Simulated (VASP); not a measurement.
# AlN (P6_3mc) in VASP: a series of runs, part 2 of 2

VASP 6.6.1. The steps go on from the part before.

## Step 3: Single point, r2SCAN

Contents of POSCAR:

```
AlN
1.0
    9.3414480000      0.0000000000      0.0000000000
    0.0000000000     10.7865750000      0.0000000000
    0.0000000000      0.0000000000      9.9670570000
Al N
48 48
Direct
    0.1666670000      0.0833330000      0.2485000000
    0.1666670000      0.0833330000      0.7485000000
    0.0000000000      0.3333330000      0.2485000000
    0.0000000000      0.3333330000      0.7485000000
    0.5000000000      0.0833330000      0.2485000000
    0.5000000000      0.0833330000      0.7485000000
    0.3333330000      0.3333330000      0.2485000000
    0.3333330000      0.3333330000      0.7485000000
    0.1666670000      0.5833330000      0.2485000000
    0.1666670000      0.5833330000      0.7485000000
    0.0000000000      0.8333330000      0.2485000000
    0.0000000000      0.8333330000      0.7485000000
    0.8333330000      0.0833330000      0.2485000000
    0.8333330000      0.0833330000      0.7485000000
    0.6666670000      0.3333330000      0.2485000000
    0.6666670000      0.3333330000      0.7485000000
    0.5000000000      0.5833330000      0.2485000000
    0.5000000000      0.5833330000      0.7485000000
    0.3333330000      0.8333330000      0.2485000000
    0.3333330000      0.8333330000      0.7485000000
    0.8333330000      0.5833330000      0.2485000000
    0.8333330000      0.5833330000      0.7485000000
    0.6666670000      0.8333330000      0.2485000000
    0.6666670000      0.8333330000      0.7485000000
    0.0000000000      0.1666670000      0.4985000000
    0.0000000000      0.1666670000      0.9985000000
    0.3333330000      0.1666670000      0.4985000000
    0.3333330000      0.1666670000      0.9985000000
    0.1666670000      0.4166670000      0.4985000000
    0.1666670000      0.4166670000      0.9985000000
    0.0000000000      0.6666670000      0.4985000000
    0.0000000000      0.6666670000      0.9985000000
    0.6666670000      0.1666670000      0.4985000000
    0.6666670000      0.1666670000      0.9985000000
    0.5000000000      0.4166670000      0.4985000000
    0.5000000000      0.4166670000      0.9985000000
    0.3333330000      0.6666670000      0.4985000000
    0.3333330000      0.6666670000      0.9985000000
    0.1666670000      0.9166670000      0.4985000000
    0.1666670000      0.9166670000      0.9985000000
    0.8333330000      0.4166670000      0.4985000000
    0.8333330000      0.4166670000      0.9985000000
    0.6666670000      0.6666670000      0.4985000000
    0.6666670000      0.6666670000      0.9985000000
    0.5000000000      0.9166670000      0.4985000000
    0.5000000000      0.9166670000      0.9985000000
    0.8333330000      0.9166670000      0.4985000000
    0.8333330000      0.9166670000      0.9985000000
    0.0000000000      0.1666670000      0.1895000000
    0.0000000000      0.1666670000      0.6895000000
    0.3333330000      0.1666670000      0.1895000000
    0.3333330000      0.1666670000      0.6895000000
    0.1666670000      0.4166670000      0.1895000000
    0.1666670000      0.4166670000      0.6895000000
    0.0000000000      0.6666670000      0.1895000000
    0.0000000000      0.6666670000      0.6895000000
    0.6666670000      0.1666670000      0.1895000000
    0.6666670000      0.1666670000      0.6895000000
    0.5000000000      0.4166670000      0.1895000000
    0.5000000000      0.4166670000      0.6895000000
    0.3333330000      0.6666670000      0.1895000000
    0.3333330000      0.6666670000      0.6895000000
    0.1666670000      0.9166670000      0.1895000000
    0.1666670000      0.9166670000      0.6895000000
    0.8333330000      0.4166670000      0.1895000000
    0.8333330000      0.4166670000      0.6895000000
    0.6666670000      0.6666670000      0.1895000000
    0.6666670000      0.6666670000      0.6895000000
    0.5000000000      0.9166670000      0.1895000000
    0.5000000000      0.9166670000      0.6895000000
    0.8333330000      0.9166670000      0.1895000000
    0.8333330000      0.9166670000      0.6895000000
    0.1666670000      0.0833330000      0.4395000000
    0.1666670000      0.0833330000      0.9395000000
    0.0000000000      0.3333330000      0.4395000000
    0.0000000000      0.3333330000      0.9395000000
    0.5000000000      0.0833330000      0.4395000000
    0.5000000000      0.0833330000      0.9395000000
    0.3333330000      0.3333330000      0.4395000000
    0.3333330000      0.3333330000      0.9395000000
    0.1666670000      0.5833330000      0.4395000000
    0.1666670000      0.5833330000      0.9395000000
    0.0000000000      0.8333330000      0.4395000000
    0.0000000000      0.8333330000      0.9395000000
    0.8333330000      0.0833330000      0.4395000000
    0.8333330000      0.0833330000      0.9395000000
    0.6666670000      0.3333330000      0.4395000000
    0.6666670000      0.3333330000      0.9395000000
    0.5000000000      0.5833330000      0.4395000000
    0.5000000000      0.5833330000      0.9395000000
    0.3333330000      0.8333330000      0.4395000000
    0.3333330000      0.8333330000      0.9395000000
    0.8333330000      0.5833330000      0.4395000000
    0.8333330000      0.5833330000      0.9395000000
    0.6666670000      0.8333330000      0.4395000000
    0.6666670000      0.8333330000      0.9395000000
```

Contents of INCAR.step1:

```
SYSTEM = AlN
ALGO     = Normal         ! electronic algorithm
EDIFF    = 1E-4           ! SCF threshold, eV
ENCUT    = 520            ! plane-wave cutoff, eV
GGA      = PE             ! functional
ISMEAR   = -1             ! smearing method
LASPH    = .True.         ! aspherical terms in the spheres
LCHARG   = .False.        ! write CHGCAR
LREAL    = Auto         
LWAVE    = .True.         ! write WAVECAR
NBANDS   = 246            ! bands
NELM     = 60             ! most SCF steps
PREC     = Accurate       ! precision mode
SIGMA    = 0.05           ! smearing width, eV
```

Contents of INCAR.step2:

```
SYSTEM = AlN
ALGO     = Normal         ! electronic algorithm
EDIFF    = 1E-7           ! SCF threshold, eV
ENCUT    = 520            ! plane-wave cutoff, eV
ISIF     = 2              ! what is computed and relaxed
ISMEAR   = -1             ! smearing method
ISTART   = 1            
LASPH    = .True.         ! aspherical terms in the spheres
LCHARG   = .True.         ! write CHGCAR
LELF     = .True.         ! ELF
LMIXTAU  = .True.       
LREAL    = Auto         
LVHAR    = .True.       
LWAVE    = .False.        ! write WAVECAR
METAGGA  = R2SCAN         ! meta-GGA
NBANDS   = 246            ! bands
NELM     = 60             ! most SCF steps
PREC     = Accurate       ! precision mode
SIGMA    = 0.05           ! smearing width, eV
```

Contents of KPOINTS:

```
k-points
0
Gamma
  1 1 1
  0 0 0
```

Potentials or basis: VASP PAW PBE potentials, release 64 (Al, N).

Launch:

```
> cat potpaw_PBE.64/Al/POTCAR potpaw_PBE.64/N/POTCAR > POTCAR
> cp INCAR.step1 INCAR
> mpirun -np 1 vasp_gam > vasp.out
> cp INCAR.step2 INCAR
> mpirun -np 1 vasp_gam > vasp.out
```

Run time: 37 min. Hardware: 1 thread of Oxide Virtual Turin-like, shared host; peak memory 0.99 GiB.

The run converged. Its results:

```
Free energy            : -921.4921 eV
Pressure               : -1.6 GPa
Largest force          : 0.047 eV/Å
Band gap on the k mesh : 4.85 eV
```

Forces on the atoms (eV/Å):
```
Al   0.000  0.031 -0.013
Al   0.000  0.031 -0.013
Al   0.000  0.031 -0.013
Al   0.000  0.031 -0.013
Al   0.000  0.031 -0.013
Al   0.000  0.031 -0.013
Al   0.000  0.031 -0.013
Al   0.000  0.031 -0.013
Al   0.000  0.031 -0.013
Al   0.000  0.031 -0.013
Al   0.000  0.031 -0.013
Al   0.000  0.031 -0.013
Al   0.000  0.031 -0.013
Al   0.000  0.031 -0.013
Al   0.000  0.031 -0.013
Al   0.000  0.031 -0.013
Al   0.000  0.031 -0.013
Al   0.000  0.031 -0.013
Al   0.000  0.031 -0.013
Al   0.000  0.031 -0.013
Al   0.000  0.031 -0.013
Al   0.000  0.031 -0.013
Al   0.000  0.031 -0.013
Al   0.000  0.031 -0.013
Al   0.000 -0.031 -0.013
Al   0.000 -0.031 -0.013
Al   0.000 -0.031 -0.013
Al   0.000 -0.031 -0.013
Al   0.000 -0.031 -0.013
Al   0.000 -0.031 -0.013
Al   0.000 -0.031 -0.013
Al   0.000 -0.031 -0.013
Al   0.000 -0.031 -0.013
Al   0.000 -0.031 -0.013
Al   0.000 -0.031 -0.013
Al   0.000 -0.031 -0.013
Al   0.000 -0.031 -0.013
Al   0.000 -0.031 -0.013
Al   0.000 -0.031 -0.013
Al   0.000 -0.031 -0.013
Al   0.000 -0.031 -0.013
Al   0.000 -0.031 -0.013
Al   0.000 -0.031 -0.013
Al   0.000 -0.031 -0.013
Al   0.000 -0.031 -0.013
Al   0.000 -0.031 -0.013
Al   0.000 -0.031 -0.013
Al   0.000 -0.031 -0.013
N    0.000 -0.046  0.013
N    0.000 -0.046  0.013
N    0.000 -0.046  0.013
N    0.000 -0.046  0.013
N    0.000 -0.046  0.013
N    0.000 -0.046  0.013
N    0.000 -0.046  0.013
N    0.000 -0.046  0.013
N    0.000 -0.046  0.013
N    0.000 -0.046  0.013
N    0.000 -0.046  0.013
N    0.000 -0.046  0.013
N    0.000 -0.046  0.013
N    0.000 -0.046  0.013
N    0.000 -0.046  0.013
N    0.000 -0.046  0.013
N    0.000 -0.046  0.013
N    0.000 -0.046  0.013
N    0.000 -0.046  0.013
N    0.000 -0.046  0.013
N    0.000 -0.046  0.013
N    0.000 -0.046  0.013
N    0.000 -0.046  0.013
N    0.000 -0.046  0.013
N    0.000  0.046  0.013
N    0.000  0.046  0.013
N    0.000  0.046  0.013
N    0.000  0.046  0.013
N    0.000  0.046  0.013
N    0.000  0.046  0.013
N    0.000  0.046  0.013
N    0.000  0.046  0.013
N    0.000  0.046  0.013
N    0.000  0.046  0.013
N    0.000  0.046  0.013
N    0.000  0.046  0.013
N    0.000  0.046  0.013
N    0.000  0.046  0.013
N    0.000  0.046  0.013
N    0.000  0.046  0.013
N    0.000  0.046  0.013
N    0.000  0.046  0.013
N    0.000  0.046  0.013
N    0.000  0.046  0.013
N    0.000  0.046  0.013
N    0.000  0.046  0.013
N    0.000  0.046  0.013
N    0.000  0.046  0.013
```

Stress tensor (GPa, compression positive):
```
-0.85  0.00  0.00
 0.00 -2.18  0.00
 0.00  0.00 -1.77
```

Levels at points of the mesh, in eV from the valence-band top:
| k point | band 188 | band 189 | band 190 | band 191 | band 192 | band 193 | band 194 | band 195 | band 196 | band 197 |
| --- | --- | --- | --- | --- | --- | --- | --- | --- | --- | --- |
| (0.00, 0.00, 0.00) | -0.44 | -0.44 | -0.24 | -0.24 | 0.00 | 4.85 | 5.66 | 5.66 | 5.96 | 5.96 |

Caveat: the k points lie up to 0.67 Å⁻¹ apart; the PAW data sets were made with another functional, which shifts forces and pressure a little. A k mesh can miss the band edges.
